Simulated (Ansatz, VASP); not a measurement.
Ag in VASP and in Ansatz

The input INCAR:

```
PREC = Accurate
ENCUT = 520
EDIFF = 1E-7
ISMEAR = 0
SIGMA = 0.15
LREAL = F
LASPH = T
NELM = 60
ALGO = Fast
ISIF = 2
LWAVE = F
LCHARG = T
GGA = PS
LELF = T
LVHAR = T
NBANDS = 12
```

Contents of KPOINTS:

```
regular mesh
0
Gamma
  20 20 20
```

Contents of POSCAR:

```
Ag
1.0
    0.0000000000      2.1452550000      2.0431000000
    2.1452550000      0.0000000000      2.0431000000
    2.1452550000      2.1452550000      0.0000000000
Ag
1
Direct
    0.0000000000      0.0000000000      0.0000000000
```

Input for Ansatz:

```yaml
crystal:
  lattice:
    - [0.0, 2.145255, 2.0431]
    - [2.145255, 0.0, 2.0431]
    - [2.145255, 2.145255, 0.0]
  atoms:
    - { symbol: Ag, position: [0.0, 0.0, 0.0] }
basis:
  ecutwfc: 420
kpoints:
  mp_grid: { grid: [20, 20, 20] }
hamiltonian:
  xc: pbesol
scf:
  occupations: { method: gaussian, width: 0.15 }
output:
  forces: true
  stress: true
  eigenvalues: true
```

Change from the starting cell: strain +0.050 along x and y, +0.000 along z, atoms carried along.

Alike in both runs: task single point; functional PBEsol; k mesh 20 × 20 × 20; occupations gaussian, width 0.15 eV; no spin polarisation.

```csv
,VASP,Ansatz
version,VASP 6.6.1,Ansatz 0.2.0
potentials or method,"VASP PAW PBE potentials, release 64 (Ag), cutoff 520 eV","scalar-relativistic, plane waves, PAW"
valence electrons in the cell,11,19
```

```tsv
	VASP	Ansatz	Ansatz less VASP
gap on the k mesh at the Fermi level (eV)	none	none	-
pressure (GPa)	-10.2	-10.2	+0.05
traceless stress, the component that is largest in VASP (GPa)	0.80	0.80	+0.005
```

VASP's potentials were made for PBE, not for PBEsol. A gap of «none» marks a metal or a gap that the smearing closes. VASP's potentials hold 11 valence electrons a cell and Ansatz's 19, so a difference there can come from the potentials and not from the codes.
